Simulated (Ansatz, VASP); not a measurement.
**One calculation of Be3TeO2, two programs**

```xyz
6
Lattice="5.4043 0.0000 0.0000 -2.7021 4.6802 0.0000 0.0000 0.0000 5.7635" Properties=species:S:1:pos:R:3 pbc="T T T"
Be    2.7021    0.0000    2.8818
Be   -1.3511    2.3401    2.8818
Be    1.3511    2.3401    2.8818
Te    0.0000    0.0000    2.8818
O     0.0000    3.1202    2.8818
O     2.7021    1.5601    2.8818
```

Alike in both runs: functional PBE; k mesh 6 × 6 × 4; occupations gaussian, width 0.02 eV; no spin polarisation.

Ansatz relaxed the structure, and its values are those at the end. VASP's run is a single point on that final structure, the one shown.

|  | VASP | Ansatz |
| --- | --- | --- |
| version | VASP 6.6.1 | Ansatz 0.2.0 |
| potentials or method | VASP PAW PBE potentials, release 64 (Be, Te, O), cutoff 520 eV | scalar-relativistic, plane waves, PAW |
| valence electrons in the cell | 24 | 34 |

|  | VASP | Ansatz | Ansatz less VASP |
| --- | --- | --- | --- |
| gap on the k mesh at the Fermi level (eV) | 2.55 | 2.55 | -0.001 |
| least direct gap on the mesh (eV) | 2.55 | 2.55 | -0.001 |
| pressure (GPa) | 0.0 | 0.0 | -0.01 |

VASP's potentials hold 24 valence electrons a cell and Ansatz's 34, so a difference there can come from the potentials and not from the codes.

Spin-orbit coupling is off throughout.
